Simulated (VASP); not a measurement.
A run of VASP 6.6.1 is set up as follows.

The input INCAR:

```
  ALGO = Normal
  EDIFF = 1E-6
  ENCUT = 520
  GGA = PE
  ISIF = 2
  ISMEAR = 0
  LASPH = T
  LCHARG = F
  LREAL = F
  LWAVE = F
  NBANDS = 16
  NELM = 80
  PREC = Accurate
  SIGMA = 0.02
```

Contents of KPOINTS:

```
k-points
0
Gamma
  6 6 6
```

File POSCAR:

```
AgCl
1.0
    3.4339730000      0.0000000000      0.0000000000
    0.0000000000      3.4339730000      0.0000000000
    0.0000000000      0.0000000000      3.4339730000
Ag Cl
1 1
Direct
    0.0000000000      0.0000000000      0.0000000000
    0.5000000000      0.5000000000      0.5000000000
```

Potentials or basis: VASP PAW PBE potentials, release 64 (Ag, Cl).

Run with:

```bash
$ cat potpaw_PBE.64/Ag/POTCAR potpaw_PBE.64/Cl/POTCAR > POTCAR
$ mpirun -np 1 vasp_std > vasp.out
```

(1) Estimate the pressure.

(2) What does it give for the band gap on the k mesh?

Answers

(1) -0.2 GPa.

(2) 0.57 eV, indirect (least direct gap 2.07 eV).
